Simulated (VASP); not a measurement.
Wanted: the native input for a VASP 6.6.1 run.

- Task: single point
- Functional: PBE
- Potentials or basis: VASP PAW PBE potentials, release 64 (In_d, Pd)
- Cutoff: 520 eV
- k mesh: 14 × 14 × 14
- Occupations: gaussian, width 0.15 eV
- Spin: no spin polarisation
- Dipole correction: no
- Further INCAR settings: ALGO = Fast; EDIFF = 1e-06; NBANDS = 18

The structure of InPd lies in POSCAR:

```
InPd
1.0
    3.2718847800      0.0000000000      0.0000000000
    0.0000000000      3.2718847800      0.0000000000
    0.0000000000      0.0000000000      3.2718847800
In Pd
1 1
Direct
   -0.0152817117      0.0000000000      0.0000000000
    0.5000000000      0.5000000000      0.5000000000
```

This cell differs from its parent crystal: all In atoms moved -0.050 Å, as atom 1 along Cartesian [1 0 0].

The input as run:

INCAR

```
SYSTEM = InPd
PREC = Accurate ; ENCUT = 520
EDIFF = 1E-6 ; ISMEAR = 0
SIGMA = 0.15 ; LREAL = .False.
LASPH = .True. ; NELM = 60
ALGO = Fast ; ISIF = 2
LWAVE = .False. ; LCHARG = .False.
GGA = PE ; NBANDS = 18
```

KPOINTS

```
regular mesh
0
Gamma
  14 14 14
  0 0 0
```

Potentials or basis: VASP PAW PBE potentials, release 64 (In_d, Pd).

The run is started by

```bash
$ cat potpaw_PBE.64/In_d/POTCAR potpaw_PBE.64/Pd/POTCAR > POTCAR
$ mpirun -np 1 vasp_std > vasp.out
```

It gave:

* Pressure: 3.8 GPa
* Largest force: 0.212 eV/Å
* Band gap on the k mesh: zero (an odd number of electrons rules out a gap without spin polarisation)

Caveat: the cell differs from its parent crystal (all In atoms moved -0.050 Å, as atom 1 along Cartesian [1 0 0]); the cell stands under pressure; spin-orbit coupling is left out, which moves the levels of the heavy elements.

Run time: 2.2 min on 1 thread of Intel Xeon 8259CL, on a shared host, peak memory 0.29 GiB.
